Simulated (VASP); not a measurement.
A run of VASP 6.6.1 is set up as follows.

File INCAR:

```
PREC     = Accurate       # precision mode
ENCUT    = 520            # plane-wave cutoff, eV
EDIFF    = 1E-7           # SCF threshold, eV
ISMEAR   = -1             # smearing method
SIGMA    = 0.01           # smearing width, eV
LREAL    = F              # projectors in reciprocal space
LASPH    = T              # aspherical terms in the spheres
NELM     = 80             # most SCF steps
ALGO     = Normal         # electronic algorithm
ISIF     = 2              # what is computed and relaxed
LWAVE    = F              # write WAVECAR
LCHARG   = F              # write CHGCAR
GGA      = CA             # functional
NBANDS   = 14             # bands
```

File KPOINTS:

```
Automatic mesh
0
Gamma
  9 9 9
```

The input POSCAR:

```
Bi
1.0
   -1.9814305318      1.9814305318      1.9814305318
    1.9814305318     -1.9814305318      1.9814305318
    1.9814305318      1.9814305318     -1.9814305318
Bi
1
Direct
    0.0000000000      0.0000000000      0.0000000000
```

Potentials or basis: VASP PAW LDA potentials, release 64 (Bi_d).

Command:

```console
$ cat potpaw_LDA.64/Bi_d/POTCAR > POTCAR
$ mpirun -np 1 vasp_std > vasp.out
```

Q: What does it give for the pressure?

A: -3.3 GPa.
